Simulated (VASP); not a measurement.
A run of VASP 6.6.1:

INCAR

```
ALGO = Normal
EDIFF = 1E-6
ENCUT = 520
GGA = PS
GGA_COMPAT = False
ISIF = 2
ISMEAR = -1
ISPIN = 2
ISYM = -1
LASPH = True
LCHARG = False
LORBIT = 11
LREAL = Auto
LWAVE = False
MAGMOM = 0 0 0 0 0 0 0 0 0 0 0 0 0 0 0 0 0 0 0 0 0 0 0.308 0 0 0 0 0.308 0 0 0 0 0 0.308 0 0 0.308 0 0 0 0 0 0.308 0 0 0 0 0.308 0.308 0 0 0 0 0.308 0.308 0 0 0 0 0 0 0 0.308 0.308 0 0 0 0 0.308 0.308 0
NBANDS = 240
NELM = 200
PREC = Accurate
SIGMA = 0.05
```

File KPOINTS:

```
explicit points
1
Reciprocal
  0.25000000   0.25000000   0.25000000 1
```

Contents of POSCAR:

```
Si22SnO48
1.0
    8.3886930000      0.0000000000      0.0000000000
    0.0000000000      8.3886930000      0.0000000000
    0.0000000000      0.0000000000      8.0356430000
Si Sn O
22 1 48
Direct
    0.0000310000      0.0006390000      0.9992690000
    0.9999480000      0.0004310000      0.3333240000
    0.9999440000      0.0002000000      0.6674010000
    0.0007390000      0.5001390000      0.0068560000
    0.9992070000      0.5007210000      0.6598290000
    0.5000690000      0.0008670000      0.9999060000
    0.5000140000      0.0003900000      0.3333380000
    0.4999070000      0.9999620000      0.6667490000
    0.4997500000      0.4997790000      0.9932710000
    0.5002420000      0.5010790000      0.6734180000
    0.2418600000      0.2480660000      0.1653680000
    0.2419250000      0.2465700000      0.5009510000
    0.2471750000      0.2518170000      0.8333110000
    0.2464520000      0.7526040000      0.1667800000
    0.2460630000      0.7521430000      0.4990610000
    0.2479350000      0.7526990000      0.8330330000
    0.7538700000      0.2487240000      0.1675990000
    0.7535110000      0.2482290000      0.4998800000
    0.7520250000      0.2481540000      0.8336250000
    0.7580410000      0.7542260000      0.1657020000
    0.7581450000      0.7527140000      0.5012980000
    0.7528130000      0.7490000000      0.8333510000
    0.4999350000      0.5004390000      0.3333590000
    0.1530290000      0.1484410000      0.9970610000
    0.1469900000      0.1477310000      0.3334220000
    0.1530900000      0.1477990000      0.6696580000
    0.1499710000      0.6570980000      0.9976120000
    0.1632340000      0.6574350000      0.3322990000
    0.1497150000      0.6568320000      0.6684690000
    0.6560340000      0.1488220000      0.9981490000
    0.6465960000      0.1506980000      0.3334250000
    0.6558730000      0.1485240000      0.6689370000
    0.6535730000      0.6556040000      0.9990900000
    0.6653490000      0.6671440000      0.3332350000
    0.6523500000      0.6559840000      0.6687000000
    0.3476050000      0.3448650000      0.9979720000
    0.3346450000      0.3336490000      0.3334390000
    0.3463700000      0.3452770000      0.6675480000
    0.3441000000      0.8523130000      0.9977260000
    0.3533600000      0.8501570000      0.3332440000
    0.3439270000      0.8520190000      0.6685300000
    0.8502590000      0.3440030000      0.9982000000
    0.8367400000      0.3434110000      0.3343710000
    0.8500120000      0.3437360000      0.6690430000
    0.8468640000      0.8530360000      0.9970020000
    0.8529480000      0.8531200000      0.3332410000
    0.8469440000      0.8523890000      0.6695990000
    0.1031340000      0.3966940000      0.1505340000
    0.1030500000      0.3967980000      0.5158850000
    0.0978270000      0.4045320000      0.8330280000
    0.0971560000      0.9045760000      0.1655090000
    0.0969680000      0.9042590000      0.5007620000
    0.0954910000      0.9031950000      0.8333090000
    0.6029480000      0.3955220000      0.1436330000
    0.6019410000      0.3947410000      0.5234650000
    0.5974490000      0.4026460000      0.8332190000
    0.5990270000      0.9040340000      0.1648170000
    0.5990480000      0.9038190000      0.5017750000
    0.5957170000      0.9011980000      0.8335550000
    0.4009370000      0.0969980000      0.1648960000
    0.4009540000      0.0967800000      0.5018430000
    0.4042530000      0.0996610000      0.8331090000
    0.3980120000      0.6061170000      0.1432160000
    0.3970440000      0.6053760000      0.5230880000
    0.4025090000      0.5981740000      0.8334530000
    0.9030140000      0.0966230000      0.1658880000
    0.9028150000      0.0962800000      0.5011730000
    0.9044890000      0.0976490000      0.8333560000
    0.8969570000      0.6040750000      0.1507950000
    0.8968890000      0.6041600000      0.5160710000
    0.9021340000      0.5962900000      0.8336370000
```

Potentials or basis: VASP PAW PBE potentials, release 64 (Si, Sn_d, O).

Run with:

```sh
$ cat potpaw_PBE.64/Si/POTCAR potpaw_PBE.64/Sn_d/POTCAR potpaw_PBE.64/O/POTCAR > POTCAR
$ mpirun -np 1 vasp_std > vasp.out
```

Hardware: 1 thread of Intel(R) Xeon(R) Platinum 8259CL CPU @ 2.50GHz (Skylake/Cascade Lake), with other jobs on the host.

Problem. Estimate the wall time of this run.

Solution. Run time: 30 min on 1 thread of Intel(R) Xeon(R) Platinum 8259CL CPU @ 2.50GHz (Skylake/Cascade Lake), on a shared host, peak memory 0.83 GiB. Counts: scf iterations 24, k points 1.
